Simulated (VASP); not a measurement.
# C: relaxation of the atoms with PBE+D3(BJ)

Slab: C, a slab with vacuum.

```
C
1.0
     2.46565    0.00000    0.00000
    -1.23283    2.13532    0.00000
     0.00000    0.00000   17.50007
C
4
Direct
  0.66667 0.33333 0.25714
  0.33333 0.66667 0.25714
  0.83333 0.66667 0.45464
  0.50000 0.00000 0.45464
```

```yaml
Program: VASP 6.6.1
Task: relaxation of the atoms
Functional: PBE
Dispersion: D3(BJ)
Potentials_or_basis: VASP PAW PBE potentials, release 64 (C)
Cutoff: 520 eV
k_mesh: 15 × 15 × 1
Occupations: gaussian, width 0.1 eV
Spin: no spin polarisation
Dipole_correction: yes
Atoms_held_fixed_from_0: "[1, 0, 2, 3]"
Further_INCAR_settings: ALGO = Normal; EDIFF = 1e-07; NELMDL = -8; IBRION = 2; EDIFFG = -0.003; NSW = 40
```

```json
{
 "Energy gained by relaxing": "0.0 meV/atom",
 "Ionic steps": "18",
 "Band gap on the k mesh": "0.36 eV, direct",
 "Dispersion energy per atom": "-0.117 eV"
}
```

Final structure:
```xyz
4
Lattice="2.4657 0.0000 0.0000 -1.2328 2.1353 0.0000 0.0000 0.0000 17.5001" Properties=species:S:1:pos:R:3 pbc="T T T"
C     1.2328    0.7118    4.5000
C     0.0000    1.4235    4.5000
C     1.2328    1.4235    7.9774
C     1.2328    0.0000    7.9774
```

Levels at points of the mesh, in eV from the valence-band top:
```tsv
k point	band 6	band 7	band 8	band 9	band 10	band 11
(0.00, 0.00, 0.00)	-2.85	-2.85	-2.85	3.56	4.03	4.93
```

Run time: 6.3 min on 1 thread of Intel Xeon 6975P-C, with other jobs on the host, peak memory 0.24 GiB.
